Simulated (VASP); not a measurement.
# ZrB2 (P6/mmm) in VASP: a series of runs, part 3 of 3

VASP 6.6.1.

**5. Electric field gradients, LDA (volume scaled by 1.04)**

Contents of INCAR:

```
PREC = Accurate ; ENCUT = 520
EDIFF = 1E-8 ; ISMEAR = -1
SIGMA = 0.05 ; LREAL = F
LASPH = T ; NELM = 60
ALGO = Normal ; ISIF = 2
LWAVE = F ; LCHARG = F
LEFG = T ; NBANDS = 16
```

Contents of KPOINTS:

```
regular mesh
0
Gamma
  12 12 9
```

Contents of POSCAR:

```
ZrB2
1.0
    3.2066493363      0.0000000000      0.0000000000
   -1.6033246682      2.7770397863      0.0000000000
    0.0000000000      0.0000000000      3.5663211014
Zr B
1 2
Direct
    0.0000000000      0.0000000000      0.0000000000
    0.3333333333      0.6666666667      0.5000000000
    0.6666666667      0.3333333333      0.5000000000
```

Potentials or basis: VASP PAW LDA potentials, release 64 (Zr_sv, B).

The run is started by

```sh
$ cat potpaw_LDA.64/Zr_sv/POTCAR potpaw_LDA.64/B/POTCAR > POTCAR
$ mpirun -np 1 vasp_std > vasp.out
```

OUTCAR:

```text
PREC = Accurate
   ENCUT = 520
   EDIFF = 1E-8
   ISMEAR = -1
   LREAL = F
   LASPH = T
   NELM = 60
   ISIF = 2

 ion  position               nearest neighbor table
   1  0.000  0.000  0.000-   2 2.57   3 2.57   2 2.57   3 2.57   3 2.57   3 2.57   2 2.57   2 2.57
                             3 2.57   3 2.57   2 2.57   2 2.57
   2  0.333  0.667  0.500-   3 1.85   3 1.85   3 1.85   1 2.57   1 2.57   1 2.57   1 2.57   1 2.57
                             1 2.57
   3  0.667  0.333  0.500-   2 1.85   2 1.85   2 1.85   1 2.57   1 2.57   1 2.57   1 2.57   1 2.57
                             1 2.57

  LATTYP: Found a hexagonal cell.
 ALAT       =     3.2066493363
 C/A-ratio  =     1.1121643583

  Lattice vectors:

 A1 = (   3.2066493363,   0.0000000000,   0.0000000000)
 A2 = (  -1.6033246682,   2.7770397863,   0.0000000000)
 A3 = (   0.0000000000,   0.0000000000,   3.5663211014)

Analysis of symmetry for initial positions (statically):
=====================================================================
 Subroutine PRICEL returns:
 Original cell was already a primitive cell.

 Routine SETGRP: Setting up the symmetry group for a
 hexagonal supercell.

 Subroutine GETGRP returns: Found 24 space group operations
 (whereof 24 operations were pure point group operations)
 out of a pool of 24 trial point group operations.

The static configuration has the point symmetry D_6h.

Analysis of symmetry for dynamics (positions and initial velocities):
=====================================================================
 Subroutine PRICEL returns:
 Original cell was already a primitive cell.

 Routine SETGRP: Setting up the symmetry group for a
 hexagonal supercell.

 Subroutine GETGRP returns: Found 24 space group operations
 (whereof 24 operations were pure point group operations)
 out of a pool of 24 trial point group operations.

The dynamic configuration has the point symmetry D_6h.

 Subroutine INISYM returns: Found 24 space group operations
 (whereof 24 operations are pure point group operations),
 and found     1 'primitive' translations

----------------------------------------------------------------------------------------

                                     Primitive cell

  volume of cell :      31.7581

  direct lattice vectors                    reciprocal lattice vectors
     3.206649336  0.000000000  0.000000000     0.311851997  0.180047835  0.000000000
    -1.603324668  2.777039786  0.000000000     0.000000000  0.360095669  0.000000000
     0.000000000  0.000000000  3.566321101     0.000000000  0.000000000  0.280400999

  length of vectors
     3.206649336  3.206649336  3.566321101     0.360095669  0.360095669  0.280400999

  position of ions in fractional coordinates (direct lattice)
     0.000000000  0.000000000  0.000000000
     0.333333333  0.666666667  0.500000000
     0.666666667  0.333333333  0.500000000

  ion indices of the primitive-cell ions
   primitive index   ion index
                 1           1
                 2           2
                 3           3

[... 86 lines left out ...]
   ISMEAR =    -1;   SIGMA  =   0.05  broadening in eV -4-tet -1-fermi 0-gaus
   EFERMI_NEDOS =   21; number of points for ismear=-14 and -15
   IALGO  =     38    algorithm
   IMIX   =      4    mixing-type and parameters
     AMIX     =   0.40;   BMIX     =  1.00
     AMIX_MAG =   1.60;   BMIX_MAG =  1.00
  volume/ion in A,a.u.               =      10.59        71.44
  Fermi-wavevector in a.u.,A,eV,Ry     =   1.354818  2.560235 24.973931  1.835532
  Thomas-Fermi vector in A             =   2.481958
   LORBIT       =      0    0 simple, 1 ext, 2 COOP (PROOUT), +10 PAW based schemes
   GGA     = CA    functional components
   LHFCALC =     F    Hartree Fock is set to
   AEXX    =    0.0000 exact exchange contribution
   IVDW    =     0    specifies the selected vdW correction
   LEPSILON=     F    determine dielectric tensor
   LRPA    =     F    only Hartree local field effects (RPA)
 non-spin polarized calculation
  energy-cutoff  :      520.00
  volume of cell :       31.76
 maximum number of plane-waves:       873
 NGX is ok and might be reduce to    24
   NGX = 11   NGY = 11   NGZ = 13

 number of electron      18.0000000 magnetization

 Free energy of the ion-electron system (eV)
  ---------------------------------------------------
  ext. energy  EPLUGINS =         0.00000000
  ---------------------------------------------------
  free energy    TOTEN  =       -27.38355885 eV

  energy without entropy =      -27.38148276  energy(sigma->0) =      -27.38252081

 E-fermi :  10.1697     XC(G=0): -12.4376

 val. band max:       10.0210132795   @ k =   0.0833   0.0833   0.3333
 cond. band min:      10.1744921930   @ k =   0.1667   0.1667   0.1111
 fundamental gap:      0.1534789134
 Fermi energy:        10.1697013884

 k-point     1 :       0.0000    0.0000    0.0000
  band No.  band energies     occupation
      1     -38.3474      2.00000
      2     -16.6713      2.00000
      3     -16.1562      2.00000
      4     -16.1562      2.00000
      5      -2.3082      2.00000
      6       7.5261      2.00000
[... 433 lines left out ...]
      3     -16.5889      2.00000
      4     -16.2991      2.00000
      5      -0.3115      2.00000
      6       3.8041      2.00000
[... 8 lines left out ...]
     15      17.4535      0.00000
     16      20.2787      0.00000

 [... further k-points ...]

------------------------ aborting loop because EDIFF is reached ----------------------------------------

  FORCE on cell =-STRESS in cart. coord.  units (eV):
  Direction    XX          YY          ZZ          XY          YZ          ZX
  --------------------------------------------------------------------------------------
  -------------------------------------------------------------------------------------
  Total       -3.1662422     -3.1662422     -2.7732167      0.0000000      0.0000000      0.0000000
  in kB     -159.7352269   -159.7352269   -139.9073019      0.0000000      0.0000000      0.0000000
  external PRESSURE =    -153.1259186 kB  Pullay stress =       0.0000000 kB

 VOLUME and BASIS-vectors are now :
 -----------------------------------------------------------------------------
  energy-cutoff  :      520.00
  volume of cell :       31.76
      direct lattice vectors                 reciprocal lattice vectors
     3.206649336  0.000000000  0.000000000     0.311851997  0.180047835  0.000000000
    -1.603324668  2.777039786  0.000000000     0.000000000  0.360095669  0.000000000
     0.000000000  0.000000000  3.566321101     0.000000000  0.000000000  0.280400999

 POSITION                                       TOTAL-FORCE (eV/Angst)
 -----------------------------------------------------------------------------------
      0.00000      0.00000      0.00000         0.000000     -0.000000      0.000000
     -0.00000      1.85136      1.78316        -0.000000      0.000000      0.000000
      1.60332      0.92568      1.78316         0.000000      0.000000      0.000000
 -----------------------------------------------------------------------------------
    total drift:                               -0.000000      0.000000      0.000000

  FREE ENERGIE OF THE ION-ELECTRON SYSTEM (eV)
  ---------------------------------------------------
  free  energy   TOTEN  =       -27.3835588490 eV

  energy  without entropy=      -27.3814827650  energy(sigma->0) =      -27.38252081

 Electric field gradients (V/A^2)
---------------------------------------------------------------------
 ion       V_xx      V_yy      V_zz      V_xy      V_xz      V_yz
---------------------------------------------------------------------
   1     -22.136   -22.136    44.272    -0.000     0.000     0.000
   2      -0.878    -0.878     1.757    -0.000     0.000    -0.000
   3      -0.878    -0.878     1.757    -0.000     0.000     0.000
---------------------------------------------------------------------

 Electric field gradients after diagonalization (V/A^2)
 (convention: |V_zz| > |V_xx| > |V_yy|)
----------------------------------------------------------------------
 ion       V_xx      V_yy      V_zz     asymmetry (V_yy - V_xx)/ V_zz
----------------------------------------------------------------------
   1     -22.136   -22.136    44.272       0.000
   2      -0.878    -0.878     1.757       0.000
   3      -0.878    -0.878     1.757       0.000
----------------------------------------------------------------------

           NMR quadrupolar parameters

 Cq : quadrupolar parameter    Cq=e*Q*V_zz/h
 eta: asymmetry parameters     (V_yy - V_xx)/ V_zz
 Q  : nuclear electric quadrupole moment in mb (millibarn)
----------------------------------------------------------------------
 ion       Cq(MHz)       eta       Q (mb)
----------------------------------------------------------------------
   1       0.107       0.000       1.000
   2       0.004       0.000       1.000
   3       0.004       0.000       1.000
----------------------------------------------------------------------
```

stdout:

```text
POSCAR found type information on POSCAR ZrB
 POSCAR found :  2 types and       3 ions
 scaLAPACK will be used
 LDA part: xc-table for (Slater(with rela. corr.)+CA(PZ))
 , standard interpolation
 POSCAR, INCAR and KPOINTS ok, starting setup
 FFT: planning ... GRIDC
 FFT: planning ... GRID_SOFT
 FFT: planning ... GRID
 WAVECAR not read
 entering main loop
ion   1

ion   2

ion   3
```

It took 32 s on 1 thread of Intel Xeon Platinum 8259CL at 2.50GHz (Skylake/Cascade Lake), shared host; peak memory 0.16 GiB.

What came out:

```yaml
Free_energy: -27.3836 eV
Pressure: -15.3 GPa
Band_gap_on_the_k_mesh: zero (band 9 reaches 10.80 eV, above the bottom of band 10 at 9.59 eV)
```

Stress tensor (GPa, compression positive):
```
-15.97   0.00   0.00
  0.00 -15.97   0.00
  0.00   0.00 -13.99
```

Electric field gradients, principal values (V/Å²):
```tsv
atom	least	middle	greatest (by size)
1 Zr	-22.136	-22.136	44.272
2 B	-0.878	-0.878	1.757
3 B	-0.878	-0.878	1.757
```

Caveat: without QUAD_EFG the Cq values of the log hold for a quadrupole moment of 1 mb, not for the nuclei.

**6. Electric field gradients, LDA (volume scaled by 1.04)**

Contents of INCAR:

```
SYSTEM = ZrB2
  PREC = Accurate
  ENCUT = 520
  EDIFF = 1E-8
  ISMEAR = -1
  SIGMA = 0.05
  LREAL = .False.
  LASPH = .True.
  NELM = 60
  ALGO = Normal
  ISIF = 2
  LWAVE = .False.
  LCHARG = .False.
  GGA = CA
  LEFG = .True.
  NBANDS = 16
```

Contents of KPOINTS:

```
Automatic mesh
0
Gamma
  12 12 9
  0 0 0
```

POSCAR is that of step 5.

Potentials or basis: VASP PAW LDA potentials, release 64 (Zr_sv, B).

The run is started by

```sh
$ cat potpaw_LDA.64/Zr_sv/POTCAR potpaw_LDA.64/B/POTCAR > POTCAR
$ mpirun -np 1 vasp_std > vasp.out
```

OUTCAR:

```text
SYSTEM = ZrB2
   PREC = Accurate
   ENCUT = 520
   EDIFF = 1E-8
   ISMEAR = -1
   LREAL = .False.
   LASPH = .True.
   NELM = 60
   ISIF = 2
   GGA = CA

 ion  position               nearest neighbor table
   1  0.000  0.000  0.000-   2 2.57   3 2.57   2 2.57   3 2.57   3 2.57   3 2.57   2 2.57   2 2.57
                             3 2.57   3 2.57   2 2.57   2 2.57
   2  0.333  0.667  0.500-   3 1.85   3 1.85   3 1.85   1 2.57   1 2.57   1 2.57   1 2.57   1 2.57
                             1 2.57
   3  0.667  0.333  0.500-   2 1.85   2 1.85   2 1.85   1 2.57   1 2.57   1 2.57   1 2.57   1 2.57
                             1 2.57

  LATTYP: Found a hexagonal cell.
[... 685 lines left out ...]
 ion       V_xx      V_yy      V_zz      V_xy      V_xz      V_yz
---------------------------------------------------------------------
   1     -22.136   -22.136    44.272    -0.000     0.000     0.000
   2      -0.878    -0.878     1.757    -0.000     0.000    -0.000
   3      -0.878    -0.878     1.757    -0.000     0.000     0.000
---------------------------------------------------------------------

 Electric field gradients after diagonalization (V/A^2)
 (convention: |V_zz| > |V_xx| > |V_yy|)
----------------------------------------------------------------------
 ion       V_xx      V_yy      V_zz     asymmetry (V_yy - V_xx)/ V_zz
----------------------------------------------------------------------
   1     -22.136   -22.136    44.272       0.000
   2      -0.878    -0.878     1.757       0.000
   3      -0.878    -0.878     1.757       0.000
----------------------------------------------------------------------

           NMR quadrupolar parameters

 Cq : quadrupolar parameter    Cq=e*Q*V_zz/h
 eta: asymmetry parameters     (V_yy - V_xx)/ V_zz
 Q  : nuclear electric quadrupole moment in mb (millibarn)
----------------------------------------------------------------------
 ion       Cq(MHz)       eta       Q (mb)
----------------------------------------------------------------------
   1       0.107       0.000       1.000
   2       0.004       0.000       1.000
   3       0.004       0.000       1.000
----------------------------------------------------------------------
```

OSZICAR:

```text
N       E                     dE             d eps       ncg     rms          rms(c)
DAV:   1     0.996286401357E+02    0.99629E+02   -0.95682E+03  3040   0.112E+03
DAV:   2    -0.259444762948E+02   -0.12557E+03   -0.12077E+03  4056   0.289E+02
DAV:   3    -0.300438816323E+02   -0.40994E+01   -0.40832E+01  4640   0.449E+01
DAV:   4    -0.301074008715E+02   -0.63519E-01   -0.63505E-01  3824   0.500E+00
DAV:   5    -0.301085344699E+02   -0.11336E-02   -0.11336E-02  4456   0.492E-01    0.202E+01
DAV:   6    -0.274361257180E+02    0.26724E+01   -0.61888E+00  3960   0.160E+01    0.793E+00
DAV:   7    -0.273897017571E+02    0.46424E-01   -0.57913E-01  4120   0.464E+00    0.308E+00
DAV:   8    -0.273878501736E+02    0.18516E-02   -0.92616E-02  3744   0.239E+00    0.373E-01
DAV:   9    -0.273838407121E+02    0.40095E-02   -0.19533E-02  3848   0.101E+00    0.177E-01
DAV:  10    -0.273835534020E+02    0.28731E-03   -0.15433E-03  3608   0.349E-01    0.383E-02
DAV:  11    -0.273835602519E+02   -0.68499E-05   -0.53142E-05  3952   0.679E-02    0.904E-03
DAV:  12    -0.273835590552E+02    0.11967E-05   -0.25848E-06  3936   0.132E-02    0.602E-03
DAV:  13    -0.273835588413E+02    0.21392E-06   -0.40444E-07  4384   0.557E-03    0.111E-03
DAV:  14    -0.273835588490E+02   -0.77453E-08   -0.24470E-08  3400   0.135E-03
   1 F= -.27383559E+02 E0= -.27382521E+02  d E =-.207608E-02
```

stdout:

```text
POSCAR found type information on POSCAR ZrB
 POSCAR found :  2 types and       3 ions
 scaLAPACK will be used
 LDA part: xc-table for (Slater(with rela. corr.)+CA(PZ))
 , standard interpolation
 POSCAR, INCAR and KPOINTS ok, starting setup
 FFT: planning ... GRIDC
 FFT: planning ... GRID_SOFT
 FFT: planning ... GRID
 WAVECAR not read
 entering main loop
ion   1

ion   2

ion   3
```

Wall time 33 s (1 thread of Intel Xeon Platinum 8259CL at 2.50GHz (Skylake/Cascade Lake), shared host); peak memory 0.16 GiB.

Results:

```yaml
Free_energy: -27.3836 eV
Pressure: -15.3 GPa
Band_gap_on_the_k_mesh: zero (band 9 reaches 10.80 eV, above the bottom of band 10 at 9.59 eV)
```

Stress tensor (GPa, compression positive):
```
-15.97   0.00   0.00
  0.00 -15.97   0.00
  0.00   0.00 -13.99
```

Electric field gradients, principal values (V/Å²):
```tsv
atom	least	middle	greatest (by size)
1 Zr	-22.136	-22.136	44.272
2 B	-0.878	-0.878	1.757
3 B	-0.878	-0.878	1.757
```

Caveat: without QUAD_EFG the Cq values of the log hold for a quadrupole moment of 1 mb, not for the nuclei.

**7. Overview**

| cell | gap on the mesh (eV) | pressure (GPa) |
| --- | --- | --- |
| a = 3.176, b = 3.176, c = 3.532 Å, angles 90.0, 90.0, 120.0°, 3 atoms | none | -9.1 |
| a = 3.186, b = 3.186, c = 3.543 Å, angles 90.0, 90.0, 120.0°, 3 atoms | none | -11.3 |
| a = 3.207, b = 3.207, c = 3.566 Å, angles 90.0, 90.0, 120.0°, 3 atoms | none | -15.3 |

Alike in all rows: task electric field gradients; level LDA; potentials or basis VASP PAW LDA potentials, release 64 (Zr_sv, B); no spin polarisation; k mesh 12 × 12 × 9; cutoff (eV) 520; smearing fermi-dirac 0.05 eV.

Total energies depend on the potentials used, so only differences within one code and one set of settings carry meaning.
